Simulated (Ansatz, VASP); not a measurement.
## CsSnBr3 in VASP and in Ansatz

```
CELL_PARAMETERS angstrom
5.84115 0.00000 0.00000
0.00000 5.84115 0.00000
0.00000 0.00000 5.84115
ATOMIC_POSITIONS crystal
Cs 0.00000 0.00000 0.00000
Sn 0.50000 0.50000 0.50000
Br 0.50000 0.50000 0.00000
Br 0.50000 0.00000 0.50000
Br 0.00000 0.50000 0.50000
```

Alike in both runs: task single point; functional PBE; k mesh 4 × 4 × 4; occupations fermi-dirac, width 0.02 eV; non-collinear spin, spin-orbit coupling.

|  | VASP | Ansatz |
| --- | --- | --- |
| version | VASP 6.6.1 | Ansatz 0.2.0 |
| potentials or method | VASP PAW PBE potentials, release 64 (Cs_sv, Sn_d, Br) | plane waves, PAW |
| plane-wave cutoff (eV) | 500 | 420 |
| valence electrons in the cell | 44 | 44 |

```csv
,VASP,Ansatz,Ansatz less VASP
net moment per atom (μB),0.00,0.00,0.000
```

Ansatz's warnings: optics on partly filled bands.
